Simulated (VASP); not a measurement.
Set up this calculation in VASP 6.6.1, as the native input.

```
Task                   : single point
Functional             : r2SCAN
Potentials or basis    : VASP PAW PBE potentials, release 64 (Ta_sv_GW, N)
Cutoff                 : 770 eV
k mesh                 : 10 × 10 × 10
Occupations            : fermi-dirac, width 0.05 eV
Spin                   : no spin polarisation
Hubbard terms          : Ta d U = 3.0 eV
Dipole correction      : no
Further INCAR settings : ALGO = Normal; EDIFF = 1e-06; NBANDS = 16
```

TaN:

```
CELL_PARAMETERS angstrom
0.00000 2.21132 2.21132
2.21132 0.00000 2.21132
2.21132 2.21132 0.00000
ATOMIC_POSITIONS crystal
Ta 0.50000 0.50000 0.50000
N 0.00000 0.00000 0.00000
```

The input as run:

POSCAR

```
TaN
1.0
    0.0000000000      2.2113230000      2.2113230000
    2.2113230000      0.0000000000      2.2113230000
    2.2113230000      2.2113230000      0.0000000000
Ta N
1 1
Direct
    0.5000000000      0.5000000000      0.5000000000
    0.0000000000      0.0000000000      0.0000000000
```

INCAR.step1

```
SYSTEM = TaN
ALGO = Normal ; EDIFF = 1E-5
ENCUT = 770 ; GGA = PE
GGA_COMPAT = .FALSE. ; ISMEAR = -1
LASPH = .TRUE. ; LCHARG = .FALSE.
LDAU = .TRUE. ; LDAUJ = 0 0
LDAUL = 2 -1 ; LDAUTYPE = 2
LDAUU = 3 0 ; LMAXMIX = 4
LREAL = .FALSE. ; LWAVE = .TRUE.
NBANDS = 16 ; NELM = 200
PREC = Accurate ; SIGMA = 0.05
```

INCAR.step2

```
SYSTEM = TaN
ALGO = Normal ; EDIFF = 1E-6
ENCUT = 770 ; GGA_COMPAT = .FALSE.
ISIF = 2 ; ISMEAR = -1
ISTART = 1 ; LASPH = .TRUE.
LCHARG = .FALSE. ; LDAU = .TRUE.
LDAUJ = 0 0 ; LDAUL = 2 -1
LDAUPRINT = 1 ; LDAUTYPE = 2
LDAUU = 3 0 ; LMAXMIX = 4
LMIXTAU = .TRUE. ; LREAL = .FALSE.
LWAVE = .FALSE. ; METAGGA = R2SCAN
NBANDS = 16 ; NELM = 200
PREC = Accurate ; SIGMA = 0.05
```

KPOINTS

```
k-points
0
G
  10 10 10
  0 0 0
```

Potentials or basis: VASP PAW PBE potentials, release 64 (Ta_sv_GW, N).

The run is started by

```bash
$ cat potpaw_PBE.64/Ta_sv_GW/POTCAR potpaw_PBE.64/N/POTCAR > POTCAR
$ cp INCAR.step1 INCAR
$ mpirun -np 1 vasp_std > vasp.out
$ cp INCAR.step2 INCAR
$ mpirun -np 1 vasp_std > vasp.out
```

Results of the run:

The pressure is 2.6 GPa and the band gap on the k mesh is zero (bands 9 and 10 overlap by 4.05 eV).

Caveat: the PAW data sets were made with another functional, which shifts forces and pressure a little; spin-orbit coupling is left out, which moves the levels of the heavy elements; U without spin polarisation on a metal has little footing.

Run time: 2.3 min on 1 thread of Intel(R) Xeon(R) Platinum 8259CL CPU @ 2.50GHz (Skylake/Cascade Lake) (shared host), peak memory 0.19 GiB.
